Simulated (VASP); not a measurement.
# Ta: single point with PBE

Ta:

```
Ta
1.0
     2.88672    0.00000    0.00000
    -1.44336    2.49998    0.00000
     0.00000    0.00000    2.73897
Ta
1
Direct
  0.00000 0.00000 0.00000
```

| Quantity | Value |
| --- | --- |
| Program | VASP 6.6.1 |
| Task | single point |
| Functional | PBE |
| Potentials or basis | VASP PAW PBE potentials, release 64 (Ta_pv) |
| Cutoff | 520 eV |
| k mesh | 24 × 24 × 20 |
| Occupations | gaussian, width 0.1 eV |
| Spin | no spin polarisation |

```
Pressure : 0.1 GPa
```

Stress tensor (GPa, compression positive):
```
0.05 0.00 0.00
0.00 0.05 0.00
0.00 0.00 0.14
```

Levels at points of the mesh, in eV from the Fermi level:
```csv
k point,band 2,band 3,band 4,band 5,band 6,band 7,band 8,band 9
"(0.00, 0.00, 0.00)",-33.75,-33.74,-7.87,-2.96,0.46,0.46,5.96,5.96
"(0.50, 0.00, 0.00)",-34.00,-33.62,-4.47,-2.16,0.45,2.22,5.15,6.39
"(0.00, 0.00, 0.50)",-33.64,-33.64,-4.46,-0.54,1.29,1.29,2.50,2.50
"(0.50, 0.00, 0.50)",-34.65,-33.88,-4.12,-2.64,1.07,5.42,5.83,6.76
```

Wall time 43 s on 1 thread of Intel(R) Xeon(R) 6975P-C (Granite Rapids) (shared host), peak memory 0.26 GiB.

Caveat: spin-orbit coupling is left out, which moves the levels of the heavy elements.
